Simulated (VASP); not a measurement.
# AlSn (P-6m2) in VASP: notebook

The runs below take AlSn through single point, with r2SCAN, PBEsol+D3(BJ), PBE+D3(BJ).

Everything below comes from runs of VASP 6.6.1. Logs are shortened: lines on timing, memory, paths and dates and some standing lists are left out, and cuts for length are marked.

**1. The cell of the first run**

Symmetry: P-6m2, No. 187, hexagonal system. Conventional cell: a = 4.253 Å, b = 4.253 Å, c = 3.350 Å, α = 90.00°, β = 90.00°, γ = 120.00°. Within 3.9 Å of Sn (site symmetry -6m2) lie 6 Al at 2.97 Å and 2 Sn at 3.35 Å. Within 3.9 Å of Al (site symmetry -6m2) lie 6 Sn at 2.97 Å and 2 Al at 3.35 Å.

**2. Single point, r2SCAN**

The input, POSCAR:

```
AlSn
1.0
    4.2533501828      0.0000000000      0.0000000000
   -2.1266750913      3.6835093094      0.0000000000
    0.0000000000      0.0000000000      3.3503631350
Sn Al
1 1
Direct
    0.3333333333      0.6666666667      0.5000000000
    0.0000000000      0.0000000000      0.0000000000
```

The input, INCAR.step1:

```
PREC = Accurate
ENCUT = 520
ISMEAR = -1
SIGMA = 0.05
LREAL = F
LASPH = T
NELM = 100
NBANDS = 16
GGA = PE
ALGO = Normal
EDIFF = 1E-4
LWAVE = T
LCHARG = F
```

The input, INCAR.step2:

```
PREC = Accurate
ENCUT = 520
EDIFF = 1E-7
ISMEAR = -1
SIGMA = 0.05
LREAL = F
LASPH = T
NELM = 100
ALGO = Normal
ISIF = 2
LWAVE = F
LCHARG = F
METAGGA = R2SCAN
LMIXTAU = T
NBANDS = 16
ISTART = 1
```

The input, KPOINTS:

```
regular mesh
0
Gamma
  7 7 8
```

Potentials or basis: VASP PAW PBE potentials, release 64 (Sn_d, Al).

The run is started by

```sh
$ cat potpaw_PBE.64/Sn_d/POTCAR potpaw_PBE.64/Al/POTCAR > POTCAR
$ cp INCAR.step1 INCAR
$ mpirun -np 1 vasp_std > vasp.out
$ cp INCAR.step2 INCAR
$ mpirun -np 1 vasp_std > vasp.out
```

OUTCAR:

```text
PREC = Accurate
   ENCUT = 520
   EDIFF = 1E-7
   ISMEAR = -1
   LREAL = F
   LASPH = T
   NELM = 100
   ISIF = 2
   METAGGA = R2SCAN
   ISTART = 1

 ion  position               nearest neighbor table
   1  0.333  0.667  0.500-   2 2.97   2 2.97   2 2.97   2 2.97   2 2.97   2 2.97
   2  0.000  0.000  0.000-   1 2.97   1 2.97   1 2.97   1 2.97   1 2.97   1 2.97

  LATTYP: Found a hexagonal cell.
 ALAT       =     4.2533501828
 C/A-ratio  =     0.7876998110

  Lattice vectors:

 A1 = (   4.2533501828,   0.0000000000,   0.0000000000)
 A2 = (  -2.1266750913,   3.6835093094,   0.0000000000)
 A3 = (   0.0000000000,   0.0000000000,   3.3503631350)

Analysis of symmetry for initial positions (statically):
=====================================================================
 Subroutine PRICEL returns:
 Original cell was already a primitive cell.

 Routine SETGRP: Setting up the symmetry group for a
 hexagonal supercell.

 Subroutine GETGRP returns: Found 12 space group operations
 (whereof 12 operations were pure point group operations)
 out of a pool of 24 trial point group operations.

The static configuration has the point symmetry D_3h.

Analysis of symmetry for dynamics (positions and initial velocities):
=====================================================================
 Subroutine PRICEL returns:
 Original cell was already a primitive cell.

 Routine SETGRP: Setting up the symmetry group for a
 hexagonal supercell.

 Subroutine GETGRP returns: Found 12 space group operations
 (whereof 12 operations were pure point group operations)
 out of a pool of 24 trial point group operations.

The dynamic configuration has the point symmetry D_3h.

 Subroutine INISYM returns: Found 12 space group operations
 (whereof 12 operations are pure point group operations),
 and found     1 'primitive' translations

----------------------------------------------------------------------------------------

                                     Primitive cell

  volume of cell :      52.4910

  direct lattice vectors                    reciprocal lattice vectors
     4.253350183  0.000000000  0.000000000     0.235108786  0.135740121  0.000000000
    -2.126675091  3.683509309  0.000000000     0.000000000  0.271480242  0.000000000
     0.000000000  0.000000000  3.350363135     0.000000000  0.000000000  0.298475108

  length of vectors
     4.253350183  4.253350183  3.350363135     0.271480242  0.271480242  0.298475108
[... 80 lines left out ...]
   NELM   =    100;   NELMIN=  2; NELMDL=  0     # of ELM steps
   EDIFF  = 0.1E-06   stopping-criterion for ELM
   LREAL  =      F    real-space projection
   EDIFFG = 0.1E-05   stopping-criterion for IOM
   NSW    =      0    number of steps for IOM
   IBRION =     -1    ionic relax: 0-MD 1-quasi-New 2-CG
   NFREE  =      0    steps in history (QN), initial steepest desc. (CG)
   ISIF   =      2    stress and relaxation
   ISYM   =      2    0-nonsym 1-usesym 2-fastsym
   POTIM  = 0.5000    time-step for ionic-motion
   TEBEG  =    0.0;   TEEND  =   0.0 temperature during run
   PSTRESS=    0.0 pullay stress
   NELECT =      17.0000    total number of electrons
   NUPDOWN=      -1.0000    fix difference up-down
   EMIN   =  10.00;   EMAX   =-10.00  energy-range for DOS
   EFERMI =   0.00;   METHOD = LEGACY
   ISMEAR =    -1;   SIGMA  =   0.05  broadening in eV -4-tet -1-fermi 0-gaus
   EFERMI_NEDOS =   21; number of points for ismear=-14 and -15
   IALGO  =     38    algorithm
   IMIX   =      4    mixing-type and parameters
     AMIX     =   0.40;   BMIX     =  1.00
     AMIX_MAG =   1.60;   BMIX_MAG =  1.00
  volume/ion in A,a.u.               =      26.25       177.11
  Fermi-wavevector in a.u.,A,eV,Ry     =   1.124250  2.124524 17.196920  1.263938
  Thomas-Fermi vector in A             =   2.260921
   LORBIT       =      0    0 simple, 1 ext, 2 COOP (PROOUT), +10 PAW based schemes
   METAGGA = R2SCAN    functional components
   LHFCALC =     F    Hartree Fock is set to
   AEXX    =    0.0000 exact exchange contribution
   IVDW    =     0    specifies the selected vdW correction
   LEPSILON=     F    determine dielectric tensor
   LRPA    =     F    only Hartree local field effects (RPA)
 non-spin polarized calculation
  energy-cutoff  :      520.00
  volume of cell :       52.49
 maximum number of plane-waves:      1440
 NGX is ok and might be reduce to    32
   NGX = 15   NGY = 15   NGZ = 13

 number of electron      17.0000003 magnetization

 Free energy of the ion-electron system (eV)
  ---------------------------------------------------
  ext. energy  EPLUGINS =         0.00000000
  ---------------------------------------------------
  free energy    TOTEN  =       -30.93313525 eV

  energy without entropy =      -30.92951549  energy(sigma->0) =      -30.93132537

 E-fermi :   5.9747     XC(G=0): -10.0919

 val. band max:        5.9410693494   @ k =   0.0000   0.0000   0.1250
 cond. band min:       6.1678326194   @ k =   0.1429   0.0000   0.2500
 fundamental gap:      0.2267632700
 Fermi energy:         5.9746655413

 k-point     1 :       0.0000    0.0000    0.0000
  band No.  band energies     occupation
      1     -16.0125      2.00000
      2     -15.9106      2.00000
      3     -15.9106      2.00000
      4     -15.8962      2.00000
      5     -15.8962      2.00000
      6      -4.7660      2.00000
[... 433 lines left out ...]
      3     -15.9187      2.00000
      4     -15.9017      2.00000
      5     -15.8931      2.00000
      6      -1.7672      2.00000
[... 8 lines left out ...]
     15      18.7284      0.00000
     16      18.7802      0.00000

 [... further k-points ...]

------------------------ aborting loop because EDIFF is reached ----------------------------------------

  FORCE on cell =-STRESS in cart. coord.  units (eV):
  Direction    XX          YY          ZZ          XY          YZ          ZX
  --------------------------------------------------------------------------------------
  -------------------------------------------------------------------------------------
  Total       -0.8530648     -0.8530648     -1.2761578     -0.0000000      0.0000000      0.0000000
  in kB      -26.0380109    -26.0380109    -38.9520350     -0.0000000      0.0000000      0.0000000
  external PRESSURE =     -30.3426856 kB  Pullay stress =       0.0000000 kB

 VOLUME and BASIS-vectors are now :
 -----------------------------------------------------------------------------
  energy-cutoff  :      520.00
  volume of cell :       52.49
      direct lattice vectors                 reciprocal lattice vectors
     4.253350183  0.000000000  0.000000000     0.235108786  0.135740121  0.000000000
    -2.126675091  3.683509309  0.000000000     0.000000000  0.271480242  0.000000000
     0.000000000  0.000000000  3.350363135     0.000000000  0.000000000  0.298475108

 POSITION                                       TOTAL-FORCE (eV/Angst)
 -----------------------------------------------------------------------------------
     -0.00000      2.45567      1.67518        -0.000000     -0.000000      0.000000
      0.00000      0.00000      0.00000         0.000000      0.000000      0.000000
 -----------------------------------------------------------------------------------
    total drift:                                0.000001     -0.000000     -0.000000

  FREE ENERGIE OF THE ION-ELECTRON SYSTEM (eV)
  ---------------------------------------------------
  free  energy   TOTEN  =       -30.9331352471 eV

  energy  without entropy=      -30.9295154907  energy(sigma->0) =      -30.93132537
```

Wall time 1.7 min (1 thread of Intel Xeon Platinum 8488C (Sapphire Rapids), shared host); peak memory 0.19 GiB.

Results:

```
Free energy : -30.9331 eV
Pressure    : -3.0 GPa
```

Caveat: the PAW data sets were made with another functional, which shifts forces and pressure a little; spin-orbit coupling is left out, which moves the levels of the heavy elements.

**3. Single point, PBEsol+D3(BJ)**

This run uses another cell than the first one, of 23.45 Å³/atom, 0.893 times its volume.

The input, INCAR:

```
PREC = Accurate ; ENCUT = 520
EDIFF = 1E-7 ; ISMEAR = -1
SIGMA = 0.05 ; LREAL = False
LASPH = True ; NELM = 100
ALGO = Normal ; ISIF = 2
LWAVE = False ; LCHARG = False
GGA = PS ; IVDW = 12
NBANDS = 16
```

The input, KPOINTS:

```
Automatic mesh
0
Gamma
  7 7 8
```

The input, POSCAR:

```
AlSn
1.0
    4.0798153119      0.0000000000      0.0000000000
   -2.0399076559      3.5332237029      0.0000000000
    0.0000000000      0.0000000000      3.2533445166
Sn Al
1 1
Direct
    0.3333333333      0.6666666667      0.5000000000
    0.0000000000      0.0000000000      0.0000000000
```

Potentials or basis: VASP PAW PBE potentials, release 64 (Sn_d, Al).

The run is started by

```sh
$ cat potpaw_PBE.64/Sn_d/POTCAR potpaw_PBE.64/Al/POTCAR > POTCAR
$ mpirun -np 1 vasp_std > vasp.out
```

Wall time 42 s (1 thread of AMD EPYC 7R13, shared host); peak memory 0.15 GiB.

Results (log left out):

- Free energy: -8.6203 eV
- Pressure: 0.0 GPa
- Dispersion energy per atom: -0.328 eV

Levels at points of the mesh, in eV from the Fermi level:
| k point | band 4 | band 5 | band 6 | band 7 | band 8 | band 9 | band 10 | band 11 | band 12 | band 13 |
| --- | --- | --- | --- | --- | --- | --- | --- | --- | --- | --- |
| (0.00, 0.00, 0.00) | -21.17 | -21.17 | -10.95 | -0.16 | -0.16 | 1.25 | 2.53 | 3.24 | 3.24 | 5.13 |
| (0.00, 0.00, 0.50) | -21.18 | -21.11 | -7.77 | -6.59 | 2.92 | 2.92 | 3.81 | 3.81 | 4.29 | 4.65 |

Caveat: the PAW data sets were made with another functional, which shifts forces and pressure a little; spin-orbit coupling is left out, which moves the levels of the heavy elements; pairwise dispersion overbinds metals, which lowers pressure and volume.

**4. Single point, PBE+D3(BJ)**

This run uses another cell than the first one, of 24.32 Å³/atom, 0.927 times its volume.

The input, INCAR:

```
  PREC = Accurate
  ENCUT = 520
  EDIFF = 1E-7
  ISMEAR = -1
  SIGMA = 0.05
  LREAL = False
  LASPH = True
  NELM = 80
  ALGO = Normal
  ISIF = 2
  LWAVE = False
  LCHARG = False
  GGA = PE
  IVDW = 12
  NBANDS = 16
```

KPOINTS is that of step 3.

The input, POSCAR:

```
AlSn
1.0
    4.1345190465      0.0000000000      0.0000000000
   -2.0672595232      3.5805985268      0.0000000000
    0.0000000000      0.0000000000      3.2856296058
Sn Al
1 1
Direct
    0.3333333333      0.6666666667      0.5000000000
    0.0000000000      0.0000000000      0.0000000000
```

The run is started by

```sh
$ cat potpaw_PBE.64/Sn_d/POTCAR potpaw_PBE.64/Al/POTCAR > POTCAR
$ mpirun -np 1 vasp_std > vasp.out
```

Run time: 46 s. Hardware: 1 thread of AMD EPYC 7R13, shared host; peak memory 0.16 GiB.

It converged, with:

```
Free energy                : -7.8309 eV
Pressure                   : -0.1 GPa
Dispersion energy per atom : -0.321 eV
```

Levels at points of the mesh, in eV from the Fermi level:
| k point | band 5 | band 6 | band 7 | band 8 | band 9 | band 10 | band 11 | band 12 |
| --- | --- | --- | --- | --- | --- | --- | --- | --- |
| (0.00, 0.00, 0.00) | -21.26 | -10.69 | -0.18 | -0.18 | 1.00 | 2.52 | 3.19 | 3.19 |
| (0.00, 0.00, 0.50) | -21.20 | -7.60 | -6.42 | 2.83 | 2.83 | 3.67 | 3.67 | 4.05 |

Caveat: spin-orbit coupling is left out, which moves the levels of the heavy elements; pairwise dispersion overbinds metals, which lowers pressure and volume.

**5. Summary**

```csv
level,cell,gap on the mesh (eV),pressure (GPa)
r2SCAN,"a = 4.253, b = 4.253, c = 3.350 Å, angles 90.0, 90.0, 120.0°, 2 atoms",none,-3.0
PBEsol+D3(BJ),"a = 4.080, b = 4.080, c = 3.253 Å, angles 90.0, 90.0, 120.0°, 2 atoms",none,0.0
PBE+D3(BJ),"a = 4.135, b = 4.135, c = 3.286 Å, angles 90.0, 90.0, 120.0°, 2 atoms",none,-0.1
```

Alike in all rows: task single point; potentials or basis VASP PAW PBE potentials, release 64 (Sn_d, Al); no spin polarisation; k mesh 7 × 7 × 8; cutoff (eV) 520; smearing fermi-dirac 0.05 eV.

Caveats: spin-orbit coupling is left out, which moves the levels of the heavy elements; the PAW data sets were made with another functional, which shifts forces and pressure a little (some runs); pairwise dispersion overbinds metals, which lowers pressure and volume (some runs).

Absolute energies hang on the potentials; compare differences alone.
